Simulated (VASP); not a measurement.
Here is a VASP 6.6.1 calculation.

Contents of INCAR:

```
SYSTEM = Mg2SiN2
PREC = Accurate
ENCUT = 600
EDIFF = 1E-6
ISMEAR = 0
SIGMA = 0.1
LREAL = .False.
LASPH = .True.
NELM = 100
ALGO = Normal
ISIF = 3
LWAVE = .False.
LCHARG = .False.
GGA = PE
IBRION = 2
NSW = 100
EDIFFG = -0.01
```

KPOINTS

```
regular mesh
0
Gamma
  14 14 14
  0 0 0
```

POSCAR

```
Mg2SiN2
1.0
   -1.8735230799      1.8735230799      4.8398225380
    1.8735230799     -1.8735230799      4.8398225380
    1.8735230799      1.8735230799     -4.8398225380
Mg Si N
2 1 2
Direct
    0.7500000000      0.2500000000      0.5000000000
    0.2500000000      0.7500000000      0.5000000000
    0.5000000000      0.5000000000      0.0000000000
    0.1568841538      0.1568841538      0.0000000000
    0.8431158462      0.8431158462      0.0000000000
```

Potentials or basis: VASP PAW PBE potentials, release 64 (Mg, Si, N).

Run with:

```sh
$ cat potpaw_PBE.64/Mg/POTCAR potpaw_PBE.64/Si/POTCAR potpaw_PBE.64/N/POTCAR > POTCAR
$ mpirun -np 1 vasp_std > vasp.out
```

**Question.** Predict the relaxed volume.

**Answer.** 13.58 Å³/atom.

**Question.** What does it give for the space group after relaxing (to 0.1 Å)?

**Answer.** I4/mmm (No. 139).

**Question.** Estimate the band gap on the k mesh.

**Answer.** 0.02 eV (least direct gap 0.04 eV).

**Question.** Estimate the relaxed cell.

**Answer.** a = 5.480 Å, b = 5.480 Å, c = 5.480 Å, α = 139.82°, β = 139.82°, γ = 58.12°.

Forces on the atoms (eV/Å):
```
Mg   0.000  0.000  0.000
Mg   0.000  0.000  0.000
Si   0.000  0.000  0.000
N    0.000  0.000 -0.002
N    0.000  0.000  0.002
```

Caveat: the smearing spreads over this small gap; semilocal functionals underestimate gaps, and a narrow one can read as zero. A k mesh can miss the band edges.
